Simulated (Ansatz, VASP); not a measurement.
## GaPSe3 in VASP and in Ansatz

```
Ga P Se
1.0
     4.58389    0.00000    0.00000
     0.00000    4.58389    0.00000
     0.00000    0.00000    5.98795
Ga P Se
1 1 3
Direct
  0.00000 0.00000 0.05711
  0.50000 0.50000 0.58273
  0.50000 0.50000 0.94706
  0.00000 0.50000 0.43655
  0.50000 0.00000 0.43655
```

Alike in both runs: functional PBE; k mesh 8 × 8 × 6; occupations gaussian, width 0.1 eV; no spin polarisation.

Ansatz relaxed the structure, and its values are those at the end. VASP's run is a single point on that final structure, the one shown.

|  | VASP | Ansatz |
| --- | --- | --- |
| version | VASP 6.6.1 | Ansatz 0.2.0 |
| potentials or method | VASP PAW PBE potentials, release 64 (Ga_d, P, Se), cutoff 520 eV | scalar-relativistic, plane waves, PAW |
| valence electrons in the cell | 36 | 66 |

```csv
,VASP,Ansatz,Ansatz less VASP
gap on the k mesh at the Fermi level (eV),none,none,-
pressure (GPa),0.0,0.0,-0.03
rms of the force components (eV/Å),0.004,0.000,-0.0039
```

A gap of «none» marks a metal or a gap that the smearing closes. VASP's potentials hold 36 valence electrons a cell and Ansatz's 66, so a difference there can come from the potentials and not from the codes.
